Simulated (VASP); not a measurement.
# AlN (Cm) in VASP: notebook, part 2 of 2

VASP 6.6.1. Earlier steps stand in the parts before.

### 3 Single point, r2SCAN (all Al atoms moved +0.050 Å, as atom 1 along Cartesian [1 -1 0])

Input file POSCAR:

```
AlN
1.0
    0.0000000000      2.1839935596      2.1839935596
    2.1839935596      0.0000000000      2.1839935596
    2.1839935596      2.1839935596      0.0000000000
Al N
1 1
Direct
   -0.0161883898      0.0161883898      0.0000000000
    0.7500000000      0.7500000000      0.7500000000
```

Input file INCAR.step1:

```
PREC = Accurate
ENCUT = 520
ISMEAR = 0
SIGMA = 0.05
LREAL = False
LASPH = True
NELM = 60
NBANDS = 11
GGA = PE
ALGO = Normal
EDIFF = 1E-4
LWAVE = True
LCHARG = False
```

Input file INCAR.step2:

```
PREC = Accurate
ENCUT = 520
EDIFF = 1E-6
ISMEAR = 0
SIGMA = 0.05
LREAL = False
LASPH = True
NELM = 60
ALGO = Normal
ISIF = 2
LWAVE = False
LCHARG = False
METAGGA = R2SCAN
LMIXTAU = True
NBANDS = 11
ISTART = 1
```

Input file KPOINTS:

```
regular mesh
0
Gamma
  10 10 10
```

Potentials or basis: VASP PAW PBE potentials, release 64 (Al, N).

Started as:

```console
> cat potpaw_PBE.64/Al/POTCAR potpaw_PBE.64/N/POTCAR > POTCAR
> cp INCAR.step1 INCAR
> mpirun -np 1 vasp_std > vasp.out
> cp INCAR.step2 INCAR
> mpirun -np 1 vasp_std > vasp.out
```

OUTCAR:

```text
PREC = Accurate
   ENCUT = 520
   EDIFF = 1E-6
   ISMEAR = 0
   LREAL = False
   LASPH = True
   NELM = 60
   ISIF = 2
   METAGGA = R2SCAN
   ISTART = 1

 ion  position               nearest neighbor table
   1  0.984  0.016  0.000-   2 1.85   2 1.89   2 1.89   2 1.93
   2  0.750  0.750  0.750-   1 1.85   1 1.89   1 1.89   1 1.93

  LATTYP: Found a face centered cubic cell.
 ALAT       =     4.3679871192

  Lattice vectors:

 A1 = (   0.0000000000,   2.1839935596,   2.1839935596)
 A2 = (   2.1839935596,   0.0000000000,   2.1839935596)
 A3 = (   2.1839935596,   2.1839935596,   0.0000000000)

Analysis of symmetry for initial positions (statically):
=====================================================================
 Subroutine PRICEL returns:
 Original cell was already a primitive cell.

 Routine SETGRP: Setting up the symmetry group for a
 face centered cubic supercell.

 Subroutine GETGRP returns: Found  2 space group operations
 (whereof  2 operations were pure point group operations)
 out of a pool of 48 trial point group operations.

The static configuration has the point symmetry C_1h.

Analysis of symmetry for dynamics (positions and initial velocities):
=====================================================================
 Subroutine PRICEL returns:
 Original cell was already a primitive cell.

 Routine SETGRP: Setting up the symmetry group for a
 face centered cubic supercell.

 Subroutine GETGRP returns: Found  2 space group operations
 (whereof  2 operations were pure point group operations)
 out of a pool of 48 trial point group operations.

The dynamic configuration has the point symmetry C_1h.

 Subroutine INISYM returns: Found  2 space group operations
 (whereof  2 operations are pure point group operations),
 and found     1 'primitive' translations

----------------------------------------------------------------------------------------

                                     Primitive cell

[... 117 lines left out ...]
   AEXX    =    0.0000 exact exchange contribution
   IVDW    =     0    specifies the selected vdW correction
   LEPSILON=     F    determine dielectric tensor
   LRPA    =     F    only Hartree local field effects (RPA)
 non-spin polarized calculation
 Gauss-broadening in eV      SIGMA  =   0.05
  energy-cutoff  :      520.00
  volume of cell :       20.83
 maximum number of plane-waves:       571
   NGX = 11   NGY = 11   NGZ = 11

 number of electron       8.0000000 magnetization

 Free energy of the ion-electron system (eV)
  ---------------------------------------------------
  ext. energy  EPLUGINS =         0.00000000
  ---------------------------------------------------
  free energy    TOTEN  =       -19.16099805 eV

  energy without entropy =      -19.16099805  energy(sigma->0) =      -19.16099805

 E-fermi :   6.0759     XC(G=0): -11.4179

 val. band max:        5.8278309271   @ k =   0.0000   0.0000   0.0000
 cond. band min:       9.6259876374   @ k =   0.5000   0.5000   0.0000
 fundamental gap:      3.7981567103
 Fermi energy:         6.0758732941

 k-point     1 :       0.0000    0.0000    0.0000
  band No.  band energies     occupation
      1     -10.0496      2.00000
      2       5.5546      2.00000
      3       5.6922      2.00000
      4       5.8278      2.00000
      5      10.5797      0.00000
      6      19.1990      0.00000
      7      19.2122      0.00000
      8      19.2348      0.00000
      9      24.2162      0.00000
     10      24.2212      0.00000
     11      25.7443      0.00000
[... 309 lines left out ...]
 k-point    24 :       0.1000    0.2000    0.0000
  band No.  band energies     occupation
      1      -9.5272      2.00000
      2       3.6254      2.00000
      3       5.2782      2.00000
      4       5.5040      2.00000
      5      12.3043      0.00000
      6      17.9975      0.00000
      7      19.0333      0.00000
      8      19.7536      0.00000
      9      20.6389      0.00000
     10      24.0667      0.00000
     11      25.9956      0.00000

 [... further k-points ...]

------------------------ aborting loop because EDIFF is reached ----------------------------------------

  FORCE on cell =-STRESS in cart. coord.  units (eV):
  Direction    XX          YY          ZZ          XY          YZ          ZX
  --------------------------------------------------------------------------------------
  -------------------------------------------------------------------------------------
  Total        0.0139358      0.0139358      0.0463480     -0.0494251     -0.3151701      0.3151697
  in kB        1.0716620      1.0716620      3.5641648     -3.8007898    -24.2365937     24.2365601
  external PRESSURE =       1.9024962 kB  Pullay stress =       0.0000000 kB

 VOLUME and BASIS-vectors are now :
 -----------------------------------------------------------------------------
  energy-cutoff  :      520.00
  volume of cell :       20.83
      direct lattice vectors                 reciprocal lattice vectors
     0.000000000  2.183993560  2.183993560    -0.228938404  0.228938404  0.228938404
     2.183993560  0.000000000  2.183993560     0.228938404 -0.228938404  0.228938404
     2.183993560  2.183993560  0.000000000     0.228938404  0.228938404 -0.228938404

 POSITION                                       TOTAL-FORCE (eV/Angst)
 -----------------------------------------------------------------------------------
      0.03536      2.14864      2.18399        -0.537913      0.537913     -0.077872
      3.27599      3.27599      3.27599         0.537913     -0.537913      0.077872
 -----------------------------------------------------------------------------------
    total drift:                               -0.002599      0.002601      0.001490

  FREE ENERGIE OF THE ION-ELECTRON SYSTEM (eV)
  ---------------------------------------------------
  free  energy   TOTEN  =       -19.1609980478 eV

  energy  without entropy=      -19.1609980478  energy(sigma->0) =      -19.16099805
```

Run time: 3.8 min. Hardware: 1 thread of Intel Xeon 8259CL, shared host; peak memory 0.18 GiB.

What came out:

- Free energy: -19.1610 eV
- Pressure: 0.2 GPa
- Largest force: 0.765 eV/Å
- Band gap on the k mesh: 3.80 eV (least direct gap 4.75 eV)

Forces in eV/Å, atoms in the order of the input:
```
Al  -0.538  0.538 -0.078
N    0.538 -0.538  0.078
```

Levels at points of the mesh, in eV from the valence-band top:
| k point | band 2 | band 3 | band 4 | band 5 | band 6 | band 7 |
| --- | --- | --- | --- | --- | --- | --- |
| (0.00, 0.00, 0.00) | -0.27 | -0.14 | 0.00 | 4.75 | 13.37 | 13.38 |
| (0.50, 0.00, 0.00) | -5.97 | -0.74 | -0.63 | 8.12 | 10.73 | 11.75 |
| (0.00, 0.50, 0.00) | -6.08 | -0.61 | -0.50 | 8.03 | 10.64 | 11.80 |
| (0.00, 0.00, 0.50) | -6.03 | -0.72 | -0.52 | 8.07 | 10.68 | 11.75 |
| (0.50, 0.50, 0.00) | -5.09 | -1.94 | -1.94 | 3.80 | 9.33 | 15.05 |
| (0.00, 0.50, 0.50) | -5.09 | -2.01 | -1.87 | 3.80 | 9.34 | 15.05 |

Caveat: the cell differs from its parent crystal (all Al atoms moved +0.050 Å, as atom 1 along Cartesian [1 -1 0]); the PAW data sets were made with another functional, which shifts forces and pressure a little. A k mesh can miss the band edges.

### 4 Single point, r2SCAN (all Al atoms moved +0.075 Å, as atom 1 along Cartesian [1 -1 0])

Changes to POSCAR since step 3:

```diff
@@ -8,3 +8,3 @@
 Direct
-   -0.0161883898      0.0161883898      0.0000000000
+   -0.0242825847      0.0242825847      0.0000000000
     0.7500000000      0.7500000000      0.7500000000
```

Input file INCAR.step1:

```
ALGO = Normal ; EDIFF = 1E-4
ENCUT = 520 ; GGA = PE
ISMEAR = 0 ; LASPH = True
LCHARG = False ; LREAL = False
LWAVE = True ; NBANDS = 11
NELM = 80 ; PREC = Accurate
SIGMA = 0.05
```

Input file INCAR.step2:

```
ALGO = Normal ; EDIFF = 1E-6
ENCUT = 520 ; ISIF = 2
ISMEAR = 0 ; ISTART = 1
LASPH = True ; LCHARG = False
LMIXTAU = True ; LREAL = False
LWAVE = False ; METAGGA = R2SCAN
NBANDS = 11 ; NELM = 80
PREC = Accurate ; SIGMA = 0.05
```

Input file KPOINTS:

```
k-points
0
Gamma
  10 10 10
```

Potentials or basis: VASP PAW PBE potentials, release 64 (Al, N).

Started as:

```console
> cat potpaw_PBE.64/Al/POTCAR potpaw_PBE.64/N/POTCAR > POTCAR
> cp INCAR.step1 INCAR
> mpirun -np 1 vasp_std > vasp.out
> cp INCAR.step2 INCAR
> mpirun -np 1 vasp_std > vasp.out
```

OUTCAR:

```text
EDIFF = 1E-6
   ENCUT = 520
   ISIF = 2
   ISMEAR = 0
   ISTART = 1
   LASPH = True
   LREAL = False
   METAGGA = R2SCAN
   NELM = 80
   PREC = Accurate

 ion  position               nearest neighbor table
   1  0.976  0.024  0.000-   2 1.83   2 1.89   2 1.89   2 1.95
   2  0.750  0.750  0.750-   1 1.83   1 1.89   1 1.89   1 1.95

  LATTYP: Found a face centered cubic cell.
 ALAT       =     4.3679871192

  Lattice vectors:

 A1 = (   0.0000000000,   2.1839935596,   2.1839935596)
 A2 = (   2.1839935596,   0.0000000000,   2.1839935596)
 A3 = (   2.1839935596,   2.1839935596,   0.0000000000)

Analysis of symmetry for initial positions (statically):
=====================================================================
 Subroutine PRICEL returns:
 Original cell was already a primitive cell.

 Routine SETGRP: Setting up the symmetry group for a
 face centered cubic supercell.

 Subroutine GETGRP returns: Found  2 space group operations
 (whereof  2 operations were pure point group operations)
 out of a pool of 48 trial point group operations.

The static configuration has the point symmetry C_1h.
[... 170 lines left out ...]
      1     -10.0509      2.00000
      2       5.4845      2.00000
      3       5.6913      2.00000
      4       5.8933      2.00000
      5      10.5723      0.00000
      6      19.1929      0.00000
      7      19.2095      0.00000
      8      19.2467      0.00000
      9      24.2027      0.00000
     10      24.2135      0.00000
     11      25.6542      0.00000
[... 309 lines left out ...]
 k-point    24 :       0.1000    0.2000    0.0000
  band No.  band energies     occupation
      1      -9.5280      2.00000
      2       3.5802      2.00000
      3       5.2788      2.00000
      4       5.5647      2.00000
      5      12.2765      0.00000
      6      17.9737      0.00000
      7      19.0591      0.00000
      8      19.7779      0.00000
      9      20.6159      0.00000
     10      24.0085      0.00000
     11      26.0388      0.00000

 [... further k-points ...]

------------------------ aborting loop because EDIFF is reached ----------------------------------------

  FORCE on cell =-STRESS in cart. coord.  units (eV):
  Direction    XX          YY          ZZ          XY          YZ          ZX
  --------------------------------------------------------------------------------------
  -------------------------------------------------------------------------------------
  Total        0.0530441      0.0530441      0.1266913     -0.1106044     -0.4781251      0.4781238
  in kB        4.0790915      4.0790915      9.7425686     -8.5054788    -36.7678348     36.7677348
  external PRESSURE =       5.9669172 kB  Pullay stress =       0.0000000 kB

 VOLUME and BASIS-vectors are now :
 -----------------------------------------------------------------------------
  energy-cutoff  :      520.00
  volume of cell :       20.83
      direct lattice vectors                 reciprocal lattice vectors
     0.000000000  2.183993560  2.183993560    -0.228938404  0.228938404  0.228938404
     2.183993560  0.000000000  2.183993560     0.228938404 -0.228938404  0.228938404
     2.183993560  2.183993560  0.000000000     0.228938404  0.228938404 -0.228938404

 POSITION                                       TOTAL-FORCE (eV/Angst)
 -----------------------------------------------------------------------------------
      0.05303      2.13096      2.18399        -0.811869      0.811869     -0.176424
      3.27599      3.27599      3.27599         0.811869     -0.811869      0.176424
 -----------------------------------------------------------------------------------
    total drift:                               -0.007775      0.007775     -0.000172

  FREE ENERGIE OF THE ION-ELECTRON SYSTEM (eV)
  ---------------------------------------------------
  free  energy   TOTEN  =       -19.1369698597 eV

  energy  without entropy=      -19.1369698597  energy(sigma->0) =      -19.13696986
```

OSZICAR.step1:

```text
N       E                     dE             d eps       ncg     rms          rms(c)
DAV:   1     0.111595218957E+02    0.11160E+02   -0.38531E+03  6351   0.603E+02
DAV:   2    -0.162707606993E+02   -0.27430E+02   -0.26439E+02  7376   0.138E+02
DAV:   3    -0.171933592797E+02   -0.92260E+00   -0.92138E+00  7607   0.241E+01
DAV:   4    -0.171983237960E+02   -0.49645E-02   -0.49642E-02  7095   0.193E+00
DAV:   5    -0.171983838791E+02   -0.60083E-04   -0.60083E-04  7518   0.205E-01    0.866E+00
DAV:   6    -0.148099125988E+02    0.23885E+01   -0.11950E+01  7283   0.173E+01    0.284E+00
DAV:   7    -0.148057011976E+02    0.42114E-02   -0.17279E-01  6942   0.325E+00    0.207E+00
DAV:   8    -0.148003249239E+02    0.53763E-02   -0.28828E-02  6861   0.159E+00    0.578E-01
DAV:   9    -0.147988892920E+02    0.14356E-02   -0.42115E-03  7494   0.387E-01    0.230E-01
DAV:  10    -0.147989345637E+02   -0.45272E-04   -0.40630E-04  6690   0.133E-01
   1 F= -.14798935E+02 E0= -.14798935E+02  d E =-.133169E-17
```

It took 3.7 min on 1 thread of Intel Xeon 8259CL, shared host; peak memory 0.18 GiB.

Results:

* Free energy: -19.1370 eV
* Pressure: 0.6 GPa
* Largest force: 1.162 eV/Å
* Band gap on the k mesh: 3.73 eV (least direct gap 4.68 eV)

Forces in eV/Å, atoms in the order of the input:
```
Al  -0.812  0.812 -0.176
N    0.812 -0.812  0.176
```

Stress tensor (GPa, compression positive):
```
 0.41 -0.85  3.68
-0.85  0.41 -3.68
 3.68 -3.68  0.97
```

Caveat: the cell differs from its parent crystal (all Al atoms moved +0.075 Å, as atom 1 along Cartesian [1 -1 0]); the PAW data sets were made with another functional, which shifts forces and pressure a little.

### 5 Overview

| cell | gap on the mesh (eV) | pressure (GPa) | largest force (eV/Å) |
| --- | --- | --- | --- |
| as given, atomic positions A | 3.66 | 1.2 | 1.57 |
| as given, atomic positions B | 3.80 | 0.2 | 0.76 |
| as given, atomic positions C | 3.73 | 0.6 | 1.16 |

Alike in all rows: task single point; level r2SCAN; potentials or basis VASP PAW PBE potentials, release 64 (Al, N); no spin polarisation; k mesh 10 × 10 × 10; cutoff (eV) 520; smearing gaussian 0.05 eV.

Caveats: the PAW data sets were made with another functional, which shifts forces and pressure a little.

Total energies depend on the potentials used, so only differences within one code and one set of settings carry meaning.
